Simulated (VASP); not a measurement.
A run of VASP 6.6.1:

File INCAR:

```
SYSTEM = Rb
  PREC = Accurate
  ENCUT = 520
  EDIFF = 1E-7
  ISMEAR = -1
  SIGMA = 0.08
  LREAL = .FALSE.
  LASPH = .TRUE.
  NELM = 100
  ALGO = Normal
  ISIF = 2
  LWAVE = .FALSE.
  LCHARG = .FALSE.
  GGA = CA
  NBANDS = 16
```

File KPOINTS:

```
Automatic mesh
0
G
  7 7 7
  0 0 0
```

POSCAR

```
Rb
1.0
    0.0000000000      3.6183095309      3.6183095309
    3.6183095309      0.0000000000      3.6183095309
    3.6183095309      3.6183095309      0.0000000000
Rb
2
Direct
   -0.1250000000     -0.1250000000     -0.1250000000
    0.1250000000      0.1250000000      0.1250000000
```

Potentials or basis: VASP PAW LDA potentials, release 64 (Rb_sv).

Run with:

```console
$ cat potpaw_LDA.64/Rb_sv/POTCAR > POTCAR
$ mpirun -np 1 vasp_std > vasp.out
```

Hardware: 1 thread of Intel(R) Xeon(R) 6975P-C (Granite Rapids), on a shared host.

How long does it take, and how much memory?

It took 14 s on 1 thread of Intel(R) Xeon(R) 6975P-C (Granite Rapids) (shared host), peak memory 0.19 GiB. Counts: scf iterations 12, k points 20.
